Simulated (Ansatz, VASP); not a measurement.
## Rb in VASP and in Ansatz

The input INCAR:

```
  PREC = Accurate
  ENCUT = 520
  EDIFF = 1E-6
  ISMEAR = 0
  SIGMA = 0.15
  LREAL = False
  LASPH = True
  NELM = 80
  ALGO = Fast
  ISIF = 2
  LWAVE = False
  LCHARG = False
  GGA = PE
  NBANDS = 10
```

KPOINTS

```
regular mesh
0
Gamma
  12 12 12
```

File POSCAR:

```
Rb
1.0
   -2.8060000000      2.8551050000      2.8551050000
    2.8060000000     -2.7568950000      2.7568950000
    2.8060000000      2.7568950000     -2.7568950000
Rb
1
Direct
    0.0000000000      0.0000000000      0.0000000000
```

Input for Ansatz:

```yaml
crystal:
  lattice:
    - [-2.806, 2.855105, 2.855105]
    - [2.806, -2.756895, 2.756895]
    - [2.806, 2.756895, -2.756895]
  atoms:
    - { symbol: Rb, position: [0.0, 0.0, 0.0] }
basis:
  ecutwfc: 420
kpoints:
  mp_grid: { grid: [12, 12, 12] }
hamiltonian:
  xc: pbe
scf:
  occupations: { method: gaussian, width: 0.15 }
output:
  forces: true
  stress: true
  eigenvalues: true
```

Change from the starting cell: strain +0.0350 x Voigt [0, 0, 0, 1, 0, 0], atoms carried along.

Alike in both runs: task single point; functional PBE; k mesh 12 × 12 × 12; occupations gaussian, width 0.15 eV; no spin polarisation.

```csv
,VASP,Ansatz
version,VASP 6.6.1,Ansatz 0.2.0
potentials or method,"VASP PAW PBE potentials, release 64 (Rb_sv), cutoff 520 eV","scalar-relativistic, plane waves, PAW"
valence electrons in the cell,9,9
```

```csv
,VASP,Ansatz,Ansatz less VASP
gap on the k mesh at the Fermi level (eV),none,none,-
pressure (GPa),0.1,0.1,0.00
"traceless stress, the component that is largest in VASP (GPa)",-0.07,-0.07,0.000
```

A gap of «none» marks a metal or a gap that the smearing closes.
